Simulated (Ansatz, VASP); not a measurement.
# Two plane-wave programs on Al3N

The input INCAR:

```
SYSTEM = Al3N
ALGO = Normal
DIPOL = 0.5 0.5 0.337
EDIFF = 1E-7
ENCUT = 520
GGA = PE
IDIPOL = 3
ISIF = 2
ISMEAR = 0
ISPIN = 2
LASPH = .TRUE.
LCHARG = .FALSE.
LDIPOL = .TRUE.
LORBIT = 11
LREAL = .FALSE.
LWAVE = .FALSE.
MAGMOM = 0 0 0 3
NBANDS = 19
NELM = 150
PREC = Accurate
SIGMA = 0.1
```

Contents of KPOINTS:

```
k-points
0
G
  9 9 1
  0 0 0
```

The input POSCAR:

```
Al3N
1.0
    2.8567582918      0.0000000000      0.0000000000
    0.0000000000      2.8567582918      0.0000000000
    0.0000000000      0.0000000000     21.1746954317
Al N
3 1
Direct
    0.5000000000      0.5000000000      0.1889047242
    0.0000000000      0.0000000000      0.2873641967
    0.5000000000      0.5000000000      0.3860596464
    0.5000000000      0.5000000000      0.4838178412
```

Input for Ansatz:

```yaml
crystal:
  lattice:
    - [2.8567582918, 0.0, 0.0]
    - [0.0, 2.8567582918, 0.0]
    - [0.0, 0.0, 21.1746954317]
  atoms:
    - { symbol: Al, position: [0.5, 0.5, 0.1889047242] }
    - { symbol: Al, position: [0.0, 0.0, 0.2873641967] }
    - { symbol: Al, position: [0.5, 0.5, 0.3860596464] }
    - { symbol: "N", position: [0.5, 0.5, 0.4838178412], spin: 3.0 }
basis:
  ecutwfc: 420
kpoints:
  mp_grid: { grid: [9, 9, 1] }
hamiltonian:
  xc: pbe
  pseudopotentials: { kind: paw, azcp: { folder: soft_1 } }
scf:
  occupations: { method: gaussian, width: 0.1 }
output:
  forces: true
  eigenvalues: true
  populations: true
magnetization:
  spin_polarized: true
efield:
  axis: 3
  dipole_correction: true
  ramp_width: 0.04
```

Alike in both runs: task single point; functional PBE; k mesh 9 × 9 × 1; occupations gaussian, width 0.1 eV; collinear spin.

|  | VASP | Ansatz |
| --- | --- | --- |
| version | VASP 6.6.1 | Ansatz 0.2.0 |
| potentials or method | VASP PAW PBE potentials, release 64 (Al, N), cutoff 520 eV | scalar-relativistic, plane waves, PAW |
| valence electrons in the cell | 14 | 14 |

```tsv
	VASP	Ansatz	Ansatz less VASP
gap on the k mesh at the Fermi level (eV)	none	none	-
rms of the force components (eV/Å)	0.817	0.823	+0.0064
net moment per atom (μB)	0.42	0.42	-0.002
size of the moment on the site where the two differ most (μB)	1.21	1.38	+0.167
```

Site moments also hang on the region over which each program counts them. Atom by atom the forces differ by 0.007 eV/Å (rms over components). A gap of «none» marks a metal or a gap that the smearing closes.
